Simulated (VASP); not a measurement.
# P in VASP: single point with r2SCAN+rVV10

Aim: the single point of P with r2SCAN+rVV10.

All numbers are computed with VASP 6.6.1; they aren't measurements. Logs are shortened: lines on timing, memory, paths and dates and some standing lists are left out, and cuts for length are marked.

### 1 The cell of the first run

The cell holds a sheet with vacuum, 4 atoms: a = 3.287 Å, b = 4.588 Å, c = 28.000 Å, α = 90.00°, β = 90.00°, γ = 90.00°.

### 2 Single point, r2SCAN+rVV10

File POSCAR:

```
P
1.0
    3.2869102738      0.0000000000      0.0000000000
    0.0000000000      4.5875354871      0.0000000000
    0.0000000000      0.0000000000     27.9999999997
P
4
Direct
    0.0000000000      0.0897230984      0.2501588800
    0.5000000000      0.4102769016      0.2501588800
    0.5000000000      0.5897230984      0.3248411200
    0.0000000000      0.9102769016      0.3248411200
```

File INCAR.step1:

```
PREC     = Accurate       # precision mode
ENCUT    = 440            # plane-wave cutoff, eV
ISMEAR   = 0              # smearing method
SIGMA    = 0.03           # smearing width, eV
LREAL    = False          # projectors in reciprocal space
LASPH    = True           # aspherical terms in the spheres
NELM     = 120            # most SCF steps
LDIPOL   = True         
IDIPOL   = 3            
DIPOL    = 0.5 0.5 0.287
NBANDS   = 18             # bands
GGA      = PE             # functional
ALGO     = Normal         # electronic algorithm
EDIFF    = 1E-5           # SCF threshold, eV
LWAVE    = True           # write WAVECAR
LCHARG   = False          # write CHGCAR
GGA_COMPAT= False        
NELMDL   = -8
```

File INCAR.step2:

```
PREC     = Accurate       # precision mode
ENCUT    = 440            # plane-wave cutoff, eV
EDIFF    = 1E-6           # SCF threshold, eV
ISMEAR   = 0              # smearing method
SIGMA    = 0.03           # smearing width, eV
LREAL    = False          # projectors in reciprocal space
LASPH    = True           # aspherical terms in the spheres
NELM     = 120            # most SCF steps
ALGO     = Normal         # electronic algorithm
ISIF     = 2              # what is computed and relaxed
LWAVE    = False          # write WAVECAR
LCHARG   = False          # write CHGCAR
LDIPOL   = True         
IDIPOL   = 3            
DIPOL    = 0.5 0.5 0.287
METAGGA  = R2SCAN         # meta-GGA
LMIXTAU  = True         
LUSE_VDW = True         
IVDW_NL  = 2            
BPARAM   = 11.95        
CPARAM   = 0.0093       
NBANDS   = 18             # bands
ISTART   = 1            
GGA_COMPAT= False
```

File KPOINTS:

```
regular mesh
0
Gamma
  10 8 1
```

Potentials or basis: VASP PAW PBE potentials, release 64 (P).

Launch:

```
$ cat potpaw_PBE.64/P/POTCAR > POTCAR
$ cp INCAR.step1 INCAR
$ mpirun -np 1 vasp_std > vasp.out
$ cp INCAR.step2 INCAR
$ mpirun -np 1 vasp_std > vasp.out
```

OUTCAR:

```text
PREC = Accurate
   ENCUT = 440
   EDIFF = 1E-6
   ISMEAR = 0
   LREAL = False
   LASPH = True
   NELM = 120
   ISIF = 2
   METAGGA = R2SCAN
   IVDW_NL = 2
   BPARAM = 11.95
   ISTART = 1

 ion  position               nearest neighbor table
   1  0.000  0.090  0.250-   2 2.21   2 2.21   4 2.25
   2  0.500  0.410  0.250-   1 2.21   1 2.21   3 2.25
   3  0.500  0.590  0.325-   4 2.21   4 2.21   2 2.25
   4  0.000  0.910  0.325-   3 2.21   3 2.21   1 2.25

  LATTYP: Found a simple orthorhombic cell.
 ALAT       =     3.2869102738
 B/A-ratio  =     1.3956984234
 C/A-ratio  =     8.5186383769

  Lattice vectors:

 A1 = (   3.2869102738,   0.0000000000,   0.0000000000)
 A2 = (   0.0000000000,   4.5875354871,   0.0000000000)
 A3 = (   0.0000000000,   0.0000000000,  27.9999999997)

Analysis of symmetry for initial positions (statically):
=====================================================================
 Subroutine PRICEL returns:
 Original cell was already a primitive cell.

 Routine SETGRP: Setting up the symmetry group for a
 simple orthorhombic supercell.

 Subroutine GETGRP returns: Found  8 space group operations
 (whereof  2 operations were pure point group operations)
 out of a pool of  8 trial point group operations.

The static configuration has the point symmetry C_1h.
 The point group associated with its full space group is D_2h.

Analysis of symmetry for dynamics (positions and initial velocities):
=====================================================================
 Subroutine PRICEL returns:
 Original cell was already a primitive cell.

 Routine SETGRP: Setting up the symmetry group for a
 simple orthorhombic supercell.

 Subroutine GETGRP returns: Found  8 space group operations
 (whereof  2 operations were pure point group operations)
 out of a pool of  8 trial point group operations.

The dynamic configuration has the point symmetry C_1h.
 The point group associated with its full space group is D_2h.

 Subroutine INISYM returns: Found  8 space group operations
 (whereof  2 operations are pure point group operations),
 and found     1 'primitive' translations

----------------------------------------------------------------------------------------

                                     Primitive cell

  volume of cell :     422.2069

  direct lattice vectors                    reciprocal lattice vectors
     3.286910274  0.000000000  0.000000000     0.304237085  0.000000000  0.000000000
     0.000000000  4.587535487  0.000000000     0.000000000  0.217981965  0.000000000
     0.000000000  0.000000000 28.000000000     0.000000000  0.000000000  0.035714286

[... 100 lines left out ...]
   EMIN   =  10.00;   EMAX   =-10.00  energy-range for DOS
   EFERMI =   0.00;   METHOD = LEGACY
   ISMEAR =     0;   SIGMA  =   0.03  broadening in eV -4-tet -1-fermi 0-gaus
   EFERMI_NEDOS =   21; number of points for ismear=-14 and -15
   IALGO  =     38    algorithm
   IMIX   =      4    mixing-type and parameters
     AMIX     =   0.40;   BMIX     =  1.00
     AMIX_MAG =   1.60;   BMIX_MAG =  1.00
  volume/ion in A,a.u.               =     105.55       712.30
  Fermi-wavevector in a.u.,A,eV,Ry     =   0.592347  1.119374  4.773948  0.350875
  Thomas-Fermi vector in A             =   1.641127
   LORBIT       =      0    0 simple, 1 ext, 2 COOP (PROOUT), +10 PAW based schemes
   METAGGA = R2SCAN    functional components
   LHFCALC =     F    Hartree Fock is set to
   AEXX    =    0.0000 exact exchange contribution
   IVDW_NL    =     2    kernel type
   BPARAM     =11.9500
   IVDW    =     0    specifies the selected vdW correction
   LEPSILON=     F    determine dielectric tensor
   LRPA    =     F    only Hartree local field effects (RPA)
 non-spin polarized calculation
 Gauss-broadening in eV      SIGMA  =   0.03
  energy-cutoff  :      440.00
  volume of cell :      422.21
 maximum number of plane-waves:      8903
 NGX is ok and might be reduce to    24
   NGX = 11   NGY = 15   NGZ = 95

 dipolmoment           0.000000      0.000000     -0.000000 electrons x Angstroem

 number of electron      19.9999999 magnetization

 dipolmoment           0.000000      0.000000      0.000000 electrons x Angstroem

 Free energy of the ion-electron system (eV)
  ---------------------------------------------------
  ext. energy  EPLUGINS =         0.00000000
  ---------------------------------------------------
  free energy    TOTEN  =       -35.21247364 eV

  energy without entropy =      -35.21247364  energy(sigma->0) =      -35.21247364

 E-fermi :  -3.0179     XC(G=0):  -2.1656

 val. band max:       -3.1980738045   @ k =   0.0000   0.0000   0.0000
 cond. band min:      -2.1460799455   @ k =   0.0000   0.0000   0.0000
 fundamental gap:      1.0519938591
 Fermi energy:        -3.0179423291

 k-point     1 :       0.0000    0.0000    0.0000
  band No.  band energies     occupation
      1     -19.0711      2.00000
      2     -16.4350      2.00000
      3     -12.8311      2.00000
      4      -9.2532      2.00000
      5      -7.9768      2.00000
      6      -7.9690      2.00000
[... 481 lines left out ...]
      5      -8.6139      2.00000
      6      -8.6139      2.00000
[... 10 lines left out ...]
     17       3.5203      0.00000
     18       3.5203      0.00000

 [... further k-points ...]

------------------------ aborting loop because EDIFF is reached ----------------------------------------

 vacuum level on the upper side and lower side of the slab       (xc-potential included)         0.051         0.048

  FORCE on cell =-STRESS in cart. coord.  units (eV):
  Direction    XX          YY          ZZ          XY          YZ          ZX
  --------------------------------------------------------------------------------------
  -------------------------------------------------------------------------------------
  Total       -0.3117452     -0.3506034     -0.2507855      0.0000000     -0.0000000      0.0000000
  in kB       -1.1830007     -1.3304585     -0.9516729      0.0000000     -0.0000000      0.0000000
  external PRESSURE =      -1.1550441 kB  Pullay stress =       0.0000000 kB

 VOLUME and BASIS-vectors are now :
 -----------------------------------------------------------------------------
  energy-cutoff  :      440.00
  volume of cell :      422.21
      direct lattice vectors                 reciprocal lattice vectors
     3.286910274  0.000000000  0.000000000     0.304237085  0.000000000  0.000000000
     0.000000000  4.587535487  0.000000000     0.000000000  0.217981965  0.000000000
     0.000000000  0.000000000 28.000000000     0.000000000  0.000000000  0.035714286

 POSITION                                       TOTAL-FORCE (eV/Angst)
 -----------------------------------------------------------------------------------
      0.00000      0.41161      7.00445         0.000000      0.077652      0.056131
      1.64346      1.88216      7.00445         0.000000     -0.077652      0.056131
      1.64346      2.70538      9.09555        -0.000000      0.077652     -0.056131
      0.00000      4.17593      9.09555         0.000000     -0.077652     -0.056131
 -----------------------------------------------------------------------------------
    total drift:                               -0.000000      0.000000     -0.000226

  FREE ENERGIE OF THE ION-ELECTRON SYSTEM (eV)
  ---------------------------------------------------
  free  energy   TOTEN  =       -35.2124736386 eV

  energy  without entropy=      -35.2124736386  energy(sigma->0) =      -35.21247364

 vacuum level on the upper side and lower side of the slab         2.062         2.059
```

OUTCAR.step1:

```text
PREC = Accurate
   ENCUT = 440
   ISMEAR = 0
   LREAL = False
   LASPH = True
   NELM = 120
   GGA = PE
   EDIFF = 1E-5
   NELMDL = -8

 ion  position               nearest neighbor table
[... 739 lines left out ...]
      1.64346      2.70538      9.09555        -0.000000     -0.171186      0.100651
      0.00000      4.17593      9.09555        -0.000000      0.171186      0.100651
 -----------------------------------------------------------------------------------
    total drift:                               -0.000000      0.000000      0.000281

  FREE ENERGIE OF THE ION-ELECTRON SYSTEM (eV)
  ---------------------------------------------------
  free  energy   TOTEN  =       -21.4645184051 eV

  energy  without entropy=      -21.4645184051  energy(sigma->0) =      -21.46451841

 vacuum level on the upper side and lower side of the slab         1.987         1.987
```

It took 21 min on 1 thread of AMD EPYC 7R13 (Zen 3), shared host; peak memory 0.95 GiB.

What came out:

| Quantity | Value |
| --- | --- |
| Free energy | -35.2125 eV |
| Largest force | 0.096 eV/Å |
| Band gap on the k mesh | 1.05 eV |

Forces on the atoms (eV/Å):
```
P    0.000  0.078  0.056
P    0.000 -0.078  0.056
P    0.000  0.078 -0.056
P    0.000 -0.078 -0.056
```

Caveat: the PAW data sets were made with another functional, which shifts forces and pressure a little.
